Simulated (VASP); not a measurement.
A run of VASP 6.6.1 is set up as follows.

POSCAR

```
Rb
1.0
    4.7419330471      0.0000000000      0.0000000000
    0.0000000000      4.7419330471      0.0000000000
    0.0000000000      0.0000000000      4.7419330471
Rb
1
Direct
    0.0000000000      0.0000000000      0.0000000000
```

The input INCAR.step1:

```
SYSTEM = Rb
PREC = Accurate
ENCUT = 550
ISMEAR = -1
SIGMA = 0.1
LREAL = .FALSE.
LASPH = .TRUE.
NELM = 120
NBANDS = 10
GGA = PE
ALGO = Normal
EDIFF = 1E-5
LWAVE = .TRUE.
LCHARG = .FALSE.
GGA_COMPAT = .FALSE.
```

INCAR.step2

```
SYSTEM = Rb
PREC = Accurate
ENCUT = 550
EDIFF = 1E-6
ISMEAR = -1
SIGMA = 0.1
LREAL = .FALSE.
LASPH = .TRUE.
NELM = 120
ALGO = Normal
ISIF = 2
LWAVE = .FALSE.
LCHARG = .FALSE.
METAGGA = R2SCAN
LMIXTAU = .TRUE.
NBANDS = 10
ISTART = 1
GGA_COMPAT = .FALSE.
```

File KPOINTS:

```
regular mesh
0
G
  8 8 8
  0 0 0
```

Potentials or basis: VASP PAW PBE potentials, release 64 (Rb_sv).

Command:

```console
$ cat potpaw_PBE.64/Rb_sv/POTCAR > POTCAR
$ cp INCAR.step1 INCAR
$ mpirun -np 1 vasp_std > vasp.out
$ cp INCAR.step2 INCAR
$ mpirun -np 1 vasp_std > vasp.out
```

**Question.** What does it give for the pressure?

**Answer.** -0.1 GPa.

Caveat: the PAW data sets were made with another functional, which shifts forces and pressure a little.
